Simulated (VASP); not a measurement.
# Os (I4/mmm) in VASP: a series of runs, part 2 of 2

VASP 6.6.1. Earlier steps stand in the parts before.

### 6 Single point, PBEsol (strain +0.015 along x and y, +0.000 along z)

File INCAR:

```
SYSTEM = Os
  PREC = Accurate
  ENCUT = 520
  EDIFF = 1E-6
  ISMEAR = 0
  SIGMA = 0.15
  LREAL = .False.
  LASPH = .True.
  NELM = 80
  ALGO = Normal
  ISIF = 2
  LWAVE = .False.
  LCHARG = .False.
  GGA = PS
  NBANDS = 10
```

File KPOINTS:

```
Automatic mesh
0
Gamma
  20 20 20
  0 0 0
```

File POSCAR:

```
Os
1.0
    0.0000000000      1.9741750000      1.9450000000
    1.9741750000      0.0000000000      1.9450000000
    1.9741750000      1.9741750000      0.0000000000
Os
1
Direct
    0.0000000000      0.0000000000      0.0000000000
```

Potentials or basis: VASP PAW PBE potentials, release 64 (Os).

Started as:

```bash
cat potpaw_PBE.64/Os/POTCAR > POTCAR
mpirun -np 1 vasp_std > vasp.out
```

OUTCAR:

```text
SYSTEM = Os
   PREC = Accurate
   ENCUT = 520
   EDIFF = 1E-6
   ISMEAR = 0
   LREAL = .False.
   LASPH = .True.
   NELM = 80
   ISIF = 2
   GGA = PS

 ion  position               nearest neighbor table
   1  0.000  0.000  0.000-

  LATTYP: Found a body centered tetragonal cell.
 ALAT       =     2.7919050595
 C/A-ratio  =     1.3933138546

  Lattice vectors:

 A1 = (   0.0000000000,  -1.9741750000,  -1.9450000000)
 A2 = (   0.0000000000,   1.9741750000,  -1.9450000000)
 A3 = (   1.9741750000,   0.0000000000,   1.9450000000)

Analysis of symmetry for initial positions (statically):
=====================================================================
 Subroutine PRICEL returns:
 Original cell was already a primitive cell.

 Routine SETGRP: Setting up the symmetry group for a
 body centered tetragonal supercell.

 Subroutine GETGRP returns: Found 16 space group operations
 (whereof 16 operations were pure point group operations)
 out of a pool of 16 trial point group operations.

The static configuration has the point symmetry D_4h.

Analysis of symmetry for dynamics (positions and initial velocities):
[... 159 lines left out ...]

 val. band max:        8.0411828130   @ k =  -0.3500   0.4500   0.1500
 cond. band min:       8.0433033397   @ k =  -0.2500   0.0500   0.2000
 fundamental gap:      0.0021205267
 Fermi energy:         8.0428029535

 k-point     1 :       0.0000    0.0000    0.0000
  band No.  band energies     occupation
      1      -2.1434      2.00000
      2       5.2748      2.00000
      3       5.2748      2.00000
      4       5.4675      2.00000
      5       7.9207      1.75044
      6       8.1661      0.24504
      7      22.3180      0.00000
      8      27.4948      0.00000
      9      27.4948      0.00000
     10      27.9548      0.00000
[... 287 lines left out ...]
 k-point    24 :      -0.3500    0.0500    0.0000
  band No.  band energies     occupation
      1       0.9953      2.00000
      2       5.3924      2.00000
      3       5.4614      2.00000
      4       5.8127      2.00000
      5       9.0889      0.00000
      6       9.8021      0.00000
      7      18.6836      0.00000
      8      23.0827      0.00000
      9      28.5627      0.00000
     10      30.0007      0.00000

 [... further k-points ...]
[... 5 lines left out ...]
  --------------------------------------------------------------------------------------
  -------------------------------------------------------------------------------------
  Total       -2.8875630     -2.8875630     -2.5119076      0.0000000     -0.0000000      0.0000000
  in kB     -305.1554702   -305.1554702   -265.4564887      0.0000000     -0.0000000      0.0000000
  external PRESSURE =    -291.9224764 kB  Pullay stress =       0.0000000 kB

 VOLUME and BASIS-vectors are now :
 -----------------------------------------------------------------------------
  energy-cutoff  :      520.00
  volume of cell :       15.16
      direct lattice vectors                 reciprocal lattice vectors
     0.000000000  1.974175000  1.945000000    -0.253270353  0.253270353  0.257069409
     1.974175000  0.000000000  1.945000000     0.253270353 -0.253270353  0.257069409
     1.974175000  1.974175000  0.000000000     0.253270353  0.253270353 -0.257069409

 POSITION                                       TOTAL-FORCE (eV/Angst)
 -----------------------------------------------------------------------------------
      0.00000      0.00000      0.00000         0.000000      0.000000     -0.000000
 -----------------------------------------------------------------------------------
    total drift:                               -0.000000      0.000000     -0.000000

  FREE ENERGIE OF THE ION-ELECTRON SYSTEM (eV)
  ---------------------------------------------------
  free  energy   TOTEN  =       -11.9825528187 eV

  energy  without entropy=      -11.9702660605  energy(sigma->0) =      -11.97640944
```

OSZICAR:

```text
N       E                     dE             d eps       ncg     rms          rms(c)
DAV:   1     0.338987590099E+02    0.33899E+02   -0.41240E+03 13140   0.736E+02
DAV:   2    -0.116641076388E+02   -0.45563E+02   -0.42298E+02 13156   0.196E+02
DAV:   3    -0.128065944902E+02   -0.11425E+01   -0.11364E+01 15102   0.287E+01
DAV:   4    -0.128096966856E+02   -0.31022E-02   -0.31018E-02 13880   0.167E+00
DAV:   5    -0.128097072805E+02   -0.10595E-04   -0.10594E-04 14266   0.903E-02    0.143E+01
DAV:   6    -0.121427723363E+02    0.66693E+00   -0.87482E-01 15176   0.733E+00    0.573E+00
DAV:   7    -0.119870958696E+02    0.15568E+00   -0.46966E-01 15982   0.510E+00    0.326E-01
DAV:   8    -0.119842672587E+02    0.28286E-02   -0.19617E-03 13268   0.358E-01    0.244E-01
DAV:   9    -0.119825595534E+02    0.17077E-02   -0.82617E-04 14056   0.306E-01    0.227E-02
DAV:  10    -0.119825567406E+02    0.28128E-05   -0.91015E-06 13894   0.216E-02    0.947E-03
DAV:  11    -0.119825528323E+02    0.39082E-05   -0.10514E-06 10910   0.150E-02    0.178E-03
DAV:  12    -0.119825528187E+02    0.13665E-07   -0.13541E-08  6738   0.967E-04
   1 F= -.11982553E+02 E0= -.11976409E+02  d E =-.122868E-01
```

stdout:

```text
POSCAR found type information on POSCAR Os
 POSCAR found :  1 types and       1 ions
 scaLAPACK will be used
 -----------------------------------------------------------------------------
|                                                                             |
|                                                                             |
|     You enforced a specific xc type in the INCAR file but a different       |
|     I HOPE YOU KNOW WHAT YOU ARE DOING!                                     |
|                                                                             |
 -----------------------------------------------------------------------------

 LDA part: xc-table for (Slater+PW92), standard interpolation
 POSCAR, INCAR and KPOINTS ok, starting setup
 FFT: planning ... GRIDC
 FFT: planning ... GRID_SOFT
 FFT: planning ... GRID
 WAVECAR not read
 entering main loop
```

Run time: 42 s. Hardware: 1 thread of Intel Xeon Platinum 8488C (Sapphire Rapids), shared host; peak memory 0.23 GiB.

Results:

| Property | Result |
| --- | --- |
| Free energy | -11.9826 eV |
| Pressure | -29.2 GPa |
| Band gap on the k mesh | zero (band 4 reaches 10.39 eV, above the bottom of band 5 at 6.57 eV) |

Caveat: the cell differs from its parent crystal (strain +0.015 along x and y, +0.000 along z); the PAW data sets were made with another functional, which shifts forces and pressure a little; spin-orbit coupling is left out, which moves the levels of the heavy elements.

### 7 Overview

```csv
cell,gap on the mesh (eV),pressure (GPa)
"a = 2.731, b = 2.731, c = 2.792 Å, angles 59.3, 59.3, 61.5°, 1 atom",none,-19.5
"a = 2.771, b = 2.771, c = 2.751 Å, angles 60.2, 60.2, 59.5°, 1 atom",none,-24.8
"a = 2.751, b = 2.751, c = 2.792 Å, angles 59.5, 59.5, 61.0°, 1 atom",none,-24.6
"a = 2.792, b = 2.792, c = 2.751 Å, angles 60.5, 60.5, 59.0°, 1 atom",none,-29.0
"a = 2.771, b = 2.771, c = 2.792 Å, angles 59.8, 59.8, 60.5°, 1 atom",none,-29.2
```

Alike in all rows: task single point; level PBEsol; potentials or basis VASP PAW PBE potentials, release 64 (Os); no spin polarisation; k mesh 20 × 20 × 20; cutoff (eV) 520; smearing gaussian 0.15 eV.

Caveats: the PAW data sets were made with another functional, which shifts forces and pressure a little; spin-orbit coupling is left out, which moves the levels of the heavy elements.

Total energies depend on the potentials used, so only differences within one code and one set of settings carry meaning.
